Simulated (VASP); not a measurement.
# Mo (I4/mmm) in VASP: further runs

Runs on Mo. Level: PBEsol. Tasks: single point.

All numbers are computed with VASP 6.6.1; they aren't measurements. Logs are shortened: lines on timing, memory, paths and dates and some standing lists are left out, and cuts for length are marked.

## (1) The cell of the first run

The structure is tetragonal, space group I4/mmm (No. 139). Conventional cell: a = 3.016 Å, b = 3.016 Å, c = 3.393 Å, α = 90.00°, β = 90.00°, γ = 90.00°. Within 3.6 Å of Mo (site symmetry 4/mmm) lie 14 Mo at 2.73 to 3.39 Å.

## (2) Single point, PBEsol (strain -0.040 along x and y, +0.080 along z)

INCAR

```
  ALGO = Fast
  EDIFF = 1E-6
  ENCUT = 520
  GGA = PS
  ISIF = 2
  ISMEAR = 0
  LASPH = True
  LCHARG = True
  LELF = True
  LREAL = False
  LVHAR = True
  LWAVE = False
  NBANDS = 13
  NELM = 100
  PREC = Accurate
  SIGMA = 0.15
```

KPOINTS

```
k-points
0
Gamma
  22 22 22
```

POSCAR

```
Mo
1.0
   -1.5081600000      1.5081600000      1.6966800000
    1.5081600000     -1.5081600000      1.6966800000
    1.5081600000      1.5081600000     -1.6966800000
Mo
1
Direct
    0.0000000000      0.0000000000      0.0000000000
```

Potentials or basis: VASP PAW PBE potentials, release 64 (Mo_sv).

Started as:

```bash
cat potpaw_PBE.64/Mo_sv/POTCAR > POTCAR
mpirun -np 1 vasp_std > vasp.out
```

OUTCAR:

```text
EDIFF = 1E-6
   ENCUT = 520
   GGA = PS
   ISIF = 2
   ISMEAR = 0
   LASPH = True
   LREAL = False
   NELM = 100
   PREC = Accurate

 ion  position               nearest neighbor table
   1  0.000  0.000  0.000-

  LATTYP: Found a body centered tetragonal cell.
 ALAT       =     3.0163200000
 C/A-ratio  =     1.1250000000

  Lattice vectors:

 A1 = (  -1.5081600000,   1.5081600000,   1.6966800000)
 A2 = (   1.5081600000,  -1.5081600000,   1.6966800000)
 A3 = (   1.5081600000,   1.5081600000,  -1.6966800000)

Analysis of symmetry for initial positions (statically):
=====================================================================
 Subroutine PRICEL returns:
 Original cell was already a primitive cell.

 Routine SETGRP: Setting up the symmetry group for a
 body centered tetragonal supercell.

 Subroutine GETGRP returns: Found 16 space group operations
 (whereof 16 operations were pure point group operations)
 out of a pool of 16 trial point group operations.

The static configuration has the point symmetry D_4h.

Analysis of symmetry for dynamics (positions and initial velocities):
=====================================================================
 Subroutine PRICEL returns:
 Original cell was already a primitive cell.

 Routine SETGRP: Setting up the symmetry group for a
 body centered tetragonal supercell.

 Subroutine GETGRP returns: Found 16 space group operations
 (whereof 16 operations were pure point group operations)
 out of a pool of 16 trial point group operations.

The dynamic configuration has the point symmetry D_4h.

 Subroutine INISYM returns: Found 16 space group operations
 (whereof 16 operations are pure point group operations),
 and found     1 'primitive' translations

----------------------------------------------------------------------------------------

                                     Primitive cell

  volume of cell :      15.4367

  direct lattice vectors                    reciprocal lattice vectors
    -1.508160000  1.508160000  1.696680000     0.000000000  0.331529811  0.294693165
     1.508160000 -1.508160000  1.696680000     0.331529811  0.000000000  0.294693165
     1.508160000  1.508160000 -1.696680000     0.331529811  0.331529811  0.000000000

  length of vectors
     2.725402024  2.725402024  2.725402024     0.443571953  0.443571953  0.468853955

  position of ions in fractional coordinates (direct lattice)
     0.000000000  0.000000000  0.000000000

  ion indices of the primitive-cell ions
   primitive index   ion index
[... 76 lines left out ...]
   NSW    =      0    number of steps for IOM
   IBRION =     -1    ionic relax: 0-MD 1-quasi-New 2-CG
   NFREE  =      0    steps in history (QN), initial steepest desc. (CG)
   ISIF   =      2    stress and relaxation
   ISYM   =      2    0-nonsym 1-usesym 2-fastsym
   POTIM  = 0.5000    time-step for ionic-motion
   TEBEG  =    0.0;   TEEND  =   0.0 temperature during run
   PSTRESS=    0.0 pullay stress
   NELECT =      14.0000    total number of electrons
   NUPDOWN=      -1.0000    fix difference up-down
   EMIN   =  10.00;   EMAX   =-10.00  energy-range for DOS
   EFERMI =   0.00;   METHOD = LEGACY
   ISMEAR =     0;   SIGMA  =   0.15  broadening in eV -4-tet -1-fermi 0-gaus
   EFERMI_NEDOS =   21; number of points for ismear=-14 and -15
   IALGO  =     68    algorithm
   IMIX   =      4    mixing-type and parameters
     AMIX     =   0.40;   BMIX     =  1.00
     AMIX_MAG =   1.60;   BMIX_MAG =  1.00
  volume/ion in A,a.u.               =      15.44       104.17
  Fermi-wavevector in a.u.,A,eV,Ry     =   1.584647  2.994549 34.165681  2.511107
  Thomas-Fermi vector in A             =   2.684233
   LORBIT       =      0    0 simple, 1 ext, 2 COOP (PROOUT), +10 PAW based schemes
   GGA     = PS    functional components
   LHFCALC =     F    Hartree Fock is set to
   AEXX    =    0.0000 exact exchange contribution
   IVDW    =     0    specifies the selected vdW correction
   LEPSILON=     F    determine dielectric tensor
   LRPA    =     F    only Hartree local field effects (RPA)
 non-spin polarized calculation
 RMM-DIIS sequential band-by-band and
 Gauss-broadening in eV      SIGMA  =   0.15
  energy-cutoff  :      520.00
  volume of cell :       15.44
 maximum number of plane-waves:       430
   NGX = 11   NGY = 11   NGZ = 11

 number of electron      14.0000004 magnetization

 Free energy of the ion-electron system (eV)
  ---------------------------------------------------
  ext. energy  EPLUGINS =         0.00000000
  ---------------------------------------------------
  free energy    TOTEN  =       -11.65494114 eV

  energy without entropy =      -11.64656050  energy(sigma->0) =      -11.65075082

 E-fermi :  12.6374     XC(G=0): -13.5968

 val. band max:       12.6277729750   @ k =  -0.1818   0.4545   0.1818
 cond. band min:      12.6402773349   @ k =   0.3636   0.0455   0.0455
 fundamental gap:      0.0125043599
 Fermi energy:        12.6374363482

 k-point     1 :       0.0000    0.0000    0.0000
  band No.  band energies     occupation
      1     -48.5058      2.00000
      2     -21.7715      2.00000
      3     -21.7635      2.00000
      4     -21.7635      2.00000
      5       5.3435      2.00000
      6      11.0008      2.00000
      7      11.0008      2.00000
      8      12.2457      1.99978
      9      13.3893      0.00000
     10      14.9636      0.00000
     11      26.2470      0.00000
     12      28.3891      0.00000
     13      28.3891      0.00000
[... 354 lines left out ...]
  band No.  band energies     occupation
      1     -48.2429      2.00000
      2     -23.1818      2.00000
      3     -22.1542      2.00000
      4     -21.7942      2.00000
      5       7.4400      2.00000
      6       9.8274      2.00000
      7      12.8819      0.02117
      8      13.7470      0.00000
      9      15.3903      0.00000
     10      17.0436      0.00000
     11      24.4828      0.00000
     12      25.2749      0.00000
     13      31.3195      0.00000

 [... further k-points ...]
[... 5 lines left out ...]
  --------------------------------------------------------------------------------------
  -------------------------------------------------------------------------------------
  Total        0.9880104      0.9880104     -1.9046490      0.0000000     -0.0000000      0.0000000
  in kB      102.5456717    102.5456717   -197.6836599      0.0000000     -0.0000000      0.0000000
  external PRESSURE =       2.4692278 kB  Pullay stress =       0.0000000 kB

 VOLUME and BASIS-vectors are now :
 -----------------------------------------------------------------------------
  energy-cutoff  :      520.00
  volume of cell :       15.44
      direct lattice vectors                 reciprocal lattice vectors
    -1.508160000  1.508160000  1.696680000     0.000000000  0.331529811  0.294693165
     1.508160000 -1.508160000  1.696680000     0.331529811  0.000000000  0.294693165
     1.508160000  1.508160000 -1.696680000     0.331529811  0.331529811  0.000000000

 POSITION                                       TOTAL-FORCE (eV/Angst)
 -----------------------------------------------------------------------------------
      0.00000      0.00000      0.00000         0.000000      0.000000     -0.000000
 -----------------------------------------------------------------------------------
    total drift:                                0.000000     -0.000000      0.000000

  FREE ENERGIE OF THE ION-ELECTRON SYSTEM (eV)
  ---------------------------------------------------
  free  energy   TOTEN  =       -11.6549411418 eV

  energy  without entropy=      -11.6465605004  energy(sigma->0) =      -11.65075082
```

stdout:

```text
POSCAR found type information on POSCAR Mo
 POSCAR found :  1 types and       1 ions
 scaLAPACK will be used
 -----------------------------------------------------------------------------
|                                                                             |
|                                                                             |
|     You enforced a specific xc type in the INCAR file but a different       |
|     I HOPE YOU KNOW WHAT YOU ARE DOING!                                     |
|                                                                             |
 -----------------------------------------------------------------------------

 LDA part: xc-table for (Slater+PW92), standard interpolation
 POSCAR, INCAR and KPOINTS ok, starting setup
 FFT: planning ... GRIDC
 FFT: planning ... GRID_SOFT
 FFT: planning ... GRID
 WAVECAR not read
 entering main loop
```

Run time: 2.2 min. Hardware: 1 thread of AMD EPYC 9R45 (Zen 5), shared host; peak memory 0.22 GiB.

Results:

* Free energy: -11.6549 eV
* Pressure: 0.2 GPa
* Band gap on the k mesh: zero (band 7 reaches 16.51 eV, above the bottom of band 8 at 11.59 eV)

Caveat: the cell differs from its parent crystal (strain -0.040 along x and y, +0.080 along z); the PAW data sets were made with another functional, which shifts forces and pressure a little.

## (3) Single point, PBEsol (strain +0.040 along x and y, -0.080 along z)

INCAR

```
PREC = Accurate
ENCUT = 520
EDIFF = 1E-6
ISMEAR = 0
SIGMA = 0.15
LREAL = False
LASPH = True
NELM = 60
ALGO = Fast
ISIF = 2
LWAVE = False
LCHARG = False
GGA = PS
NBANDS = 13
```

KPOINTS

```
Automatic mesh
0
Gamma
  22 22 22
```

POSCAR

```
Mo
1.0
   -1.6338400000      1.6338400000      1.4453200000
    1.6338400000     -1.6338400000      1.4453200000
    1.6338400000      1.6338400000     -1.4453200000
Mo
1
Direct
    0.0000000000      0.0000000000      0.0000000000
```

Potentials or basis: VASP PAW PBE potentials, release 64 (Mo_sv).

Started as:

```bash
cat potpaw_PBE.64/Mo_sv/POTCAR > POTCAR
mpirun -np 1 vasp_std > vasp.out
```

OUTCAR:

```text
PREC = Accurate
   ENCUT = 520
   EDIFF = 1E-6
   ISMEAR = 0
   LREAL = False
   LASPH = True
   NELM = 60
   ISIF = 2
   GGA = PS

 ion  position               nearest neighbor table
   1  0.000  0.000  0.000-

  LATTYP: Found a body centered tetragonal cell.
 ALAT       =     3.2676800000
 C/A-ratio  =     0.8846153846

  Lattice vectors:

 A1 = (  -1.6338400000,   1.6338400000,   1.4453200000)
 A2 = (   1.6338400000,  -1.6338400000,   1.4453200000)
 A3 = (   1.6338400000,   1.6338400000,  -1.4453200000)

Analysis of symmetry for initial positions (statically):
=====================================================================
 Subroutine PRICEL returns:
 Original cell was already a primitive cell.

 Routine SETGRP: Setting up the symmetry group for a
 body centered tetragonal supercell.

 Subroutine GETGRP returns: Found 16 space group operations
 (whereof 16 operations were pure point group operations)
 out of a pool of 16 trial point group operations.

The static configuration has the point symmetry D_4h.

Analysis of symmetry for dynamics (positions and initial velocities):
=====================================================================
 Subroutine PRICEL returns:
 Original cell was already a primitive cell.

 Routine SETGRP: Setting up the symmetry group for a
 body centered tetragonal supercell.

 Subroutine GETGRP returns: Found 16 space group operations
 (whereof 16 operations were pure point group operations)
 out of a pool of 16 trial point group operations.

The dynamic configuration has the point symmetry D_4h.

 Subroutine INISYM returns: Found 16 space group operations
 (whereof 16 operations are pure point group operations),
 and found     1 'primitive' translations

----------------------------------------------------------------------------------------

                                     Primitive cell
[... 110 lines left out ...]
  volume/ion in A,a.u.               =      15.43       104.15
  Fermi-wavevector in a.u.,A,eV,Ry     =   1.584783  2.994806 34.171541  2.511537
  Thomas-Fermi vector in A             =   2.684348
   LORBIT       =      0    0 simple, 1 ext, 2 COOP (PROOUT), +10 PAW based schemes
   GGA     = PS    functional components
   LHFCALC =     F    Hartree Fock is set to
   AEXX    =    0.0000 exact exchange contribution
   IVDW    =     0    specifies the selected vdW correction
   LEPSILON=     F    determine dielectric tensor
   LRPA    =     F    only Hartree local field effects (RPA)
 non-spin polarized calculation
 RMM-DIIS sequential band-by-band and
 Gauss-broadening in eV      SIGMA  =   0.15
  energy-cutoff  :      520.00
  volume of cell :       15.43
 maximum number of plane-waves:       430
   NGX = 11   NGY = 11   NGZ = 11

 number of electron      13.9999998 magnetization

 Free energy of the ion-electron system (eV)
  ---------------------------------------------------
  ext. energy  EPLUGINS =         0.00000000
  ---------------------------------------------------
  free energy    TOTEN  =       -11.63346642 eV

  energy without entropy =      -11.62454557  energy(sigma->0) =      -11.62900600

 E-fermi :  12.6136     XC(G=0): -13.5949

 val. band max:       12.6110778955   @ k =  -0.2273   0.2273   0.0000
 cond. band min:      12.6173141643   @ k =  -0.1364   0.1364   0.0455
 fundamental gap:      0.0062362687
 Fermi energy:        12.6136089624

 k-point     1 :       0.0000    0.0000    0.0000
  band No.  band energies     occupation
      1     -48.4979      2.00000
      2     -21.7879      2.00000
      3     -21.7879      2.00000
      4     -21.6825      2.00000
      5       5.3521      2.00000
      6      10.3963      2.00000
      7      11.9503      2.00000
      8      11.9503      2.00000
      9      13.2163      0.00000
     10      15.1663      0.00000
     11      26.8558      0.00000
     12      26.8558      0.00000
     13      29.3798      0.00000
[... 354 lines left out ...]
  band No.  band energies     occupation
      1     -48.2101      2.00000
      2     -23.1401      2.00000
      3     -22.2580      2.00000
      4     -21.8563      2.00000
      5       7.3553      2.00000
      6       8.8986      2.00000
      7      13.8367      0.00000
      8      14.3005      0.00000
      9      15.8530      0.00000
     10      17.2109      0.00000
     11      24.6664      0.00000
     12      26.0652      0.00000
     13      29.6676      0.00000

 [... further k-points ...]
[... 5 lines left out ...]
  --------------------------------------------------------------------------------------
  -------------------------------------------------------------------------------------
  Total       -1.0362499     -1.0362499      2.2483390      0.0000000      0.0000000      0.0000000
  in kB     -107.5801228   -107.5801228    233.4152981      0.0000000      0.0000000      0.0000000
  external PRESSURE =       6.0850175 kB  Pullay stress =       0.0000000 kB

 VOLUME and BASIS-vectors are now :
 -----------------------------------------------------------------------------
  energy-cutoff  :      520.00
  volume of cell :       15.43
      direct lattice vectors                 reciprocal lattice vectors
    -1.633840000  1.633840000  1.445320000     0.000000000  0.306027518  0.345944151
     1.633840000 -1.633840000  1.445320000     0.306027518  0.000000000  0.345944151
     1.633840000  1.633840000 -1.445320000     0.306027518  0.306027518  0.000000000

 POSITION                                       TOTAL-FORCE (eV/Angst)
 -----------------------------------------------------------------------------------
      0.00000      0.00000      0.00000         0.000000     -0.000000     -0.000000
 -----------------------------------------------------------------------------------
    total drift:                                0.000000     -0.000000      0.000000

  FREE ENERGIE OF THE ION-ELECTRON SYSTEM (eV)
  ---------------------------------------------------
  free  energy   TOTEN  =       -11.6334664200 eV

  energy  without entropy=      -11.6245455746  energy(sigma->0) =      -11.62900600
```

Wall time 2.3 min (1 thread of AMD EPYC 9R45 (Zen 5), shared host); peak memory 0.22 GiB.

What came out:

```
Free energy            : -11.6335 eV
Pressure               : 0.6 GPa
Band gap on the k mesh : zero (band 7 reaches 16.68 eV, above the bottom of band 8 at 11.27 eV)
```

Caveat: the cell differs from its parent crystal (strain +0.040 along x and y, -0.080 along z); the PAW data sets were made with another functional, which shifts forces and pressure a little.

## (4) Single point, PBEsol (strain +0.040 along x and y, -0.040 along z)

INCAR

```
  PREC = Accurate
  ENCUT = 520
  EDIFF = 1E-7
  ISMEAR = 0
  SIGMA = 0.15
  LREAL = False
  LASPH = True
  NELM = 80
  ALGO = Fast
  ISIF = 2
  LWAVE = False
  LCHARG = False
  GGA = PS
  NBANDS = 13
```

KPOINTS is that of step 3.

POSCAR

```
Mo
1.0
   -1.6338400000      1.6338400000      1.5081600000
    1.6338400000     -1.6338400000      1.5081600000
    1.6338400000      1.6338400000     -1.5081600000
Mo
1
Direct
    0.0000000000      0.0000000000      0.0000000000
```

Potentials or basis: VASP PAW PBE potentials, release 64 (Mo_sv).

Started as:

```bash
cat potpaw_PBE.64/Mo_sv/POTCAR > POTCAR
mpirun -np 1 vasp_std > vasp.out
```

OUTCAR:

```text
PREC = Accurate
   ENCUT = 520
   EDIFF = 1E-7
   ISMEAR = 0
   LREAL = False
   LASPH = True
   NELM = 80
   ISIF = 2
   GGA = PS

 ion  position               nearest neighbor table
   1  0.000  0.000  0.000-

  LATTYP: Found a body centered tetragonal cell.
 ALAT       =     3.2676800000
 C/A-ratio  =     0.9230769231

  Lattice vectors:

 A1 = (  -1.6338400000,   1.6338400000,   1.5081600000)
 A2 = (   1.6338400000,  -1.6338400000,   1.5081600000)
 A3 = (   1.6338400000,   1.6338400000,  -1.5081600000)
[... 555 lines left out ...]
      4     -22.5980      2.00000
      5       6.9306      2.00000
      6       8.5485      2.00000
      7      12.8578      0.00000
      8      13.6153      0.00000
      9      14.6994      0.00000
     10      16.3003      0.00000
     11      23.7562      0.00000
     12      24.5605      0.00000
     13      28.7974      0.00000

 [... further k-points ...]
[... 5 lines left out ...]
  --------------------------------------------------------------------------------------
  -------------------------------------------------------------------------------------
  Total       -1.8804152     -1.8804152      0.3810499      0.0000000      0.0000000     -0.0000000
  in kB     -187.0845270   -187.0845270     37.9110678      0.0000000      0.0000000     -0.0000000
  external PRESSURE =    -112.0859954 kB  Pullay stress =       0.0000000 kB

 VOLUME and BASIS-vectors are now :
 -----------------------------------------------------------------------------
  energy-cutoff  :      520.00
  volume of cell :       16.10
      direct lattice vectors                 reciprocal lattice vectors
    -1.633840000  1.633840000  1.508160000     0.000000000  0.306027518  0.331529811
     1.633840000 -1.633840000  1.508160000     0.306027518  0.000000000  0.331529811
     1.633840000  1.633840000 -1.508160000     0.306027518  0.306027518  0.000000000

 POSITION                                       TOTAL-FORCE (eV/Angst)
 -----------------------------------------------------------------------------------
      0.00000      0.00000      0.00000         0.000000      0.000000     -0.000000
 -----------------------------------------------------------------------------------
    total drift:                               -0.000000      0.000000      0.000000

  FREE ENERGIE OF THE ION-ELECTRON SYSTEM (eV)
  ---------------------------------------------------
  free  energy   TOTEN  =       -11.6904365511 eV

  energy  without entropy=      -11.6823672199  energy(sigma->0) =      -11.68640189
```

Wall time 3.5 min (1 thread of AMD EPYC 9R45 (Zen 5), shared host); peak memory 0.24 GiB.

Results:

```yaml
Free_energy: -11.6904 eV
Pressure: -11.2 GPa
Band_gap_on_the_k_mesh: zero (band 7 reaches 15.77 eV, above the bottom of band 8 at 10.83 eV)
```

Caveat: the cell differs from its parent crystal (strain +0.040 along x and y, -0.040 along z); the PAW data sets were made with another functional, which shifts forces and pressure a little.

## (5) Overview

| cell | further INCAR settings | gap on the mesh (eV) | pressure (GPa) |
| --- | --- | --- | --- |
| a = 2.725 Å, angles 112.8, 112.8, 103.0°, 1 atom | ALGO = Fast; EDIFF = 1e-06; NBANDS = 13 | none | 0.2 |
| a = 2.725 Å, angles 106.3, 106.3, 115.9°, 1 atom | ALGO = Fast; EDIFF = 1e-06; NBANDS = 13 | none | 0.6 |
| a = 2.759 Å, angles 107.4, 107.4, 113.7°, 1 atom | ALGO = Fast; EDIFF = 1e-07; NBANDS = 13 | none | -11.2 |

Alike in all rows: task single point; level PBEsol; potentials or basis VASP PAW PBE potentials, release 64 (Mo_sv); no spin polarisation; k mesh 22 × 22 × 22; cutoff (eV) 520; smearing gaussian 0.15 eV.

Caveats: the PAW data sets were made with another functional, which shifts forces and pressure a little.

Total energies depend on the potentials used, so only differences within one code and one set of settings carry meaning.
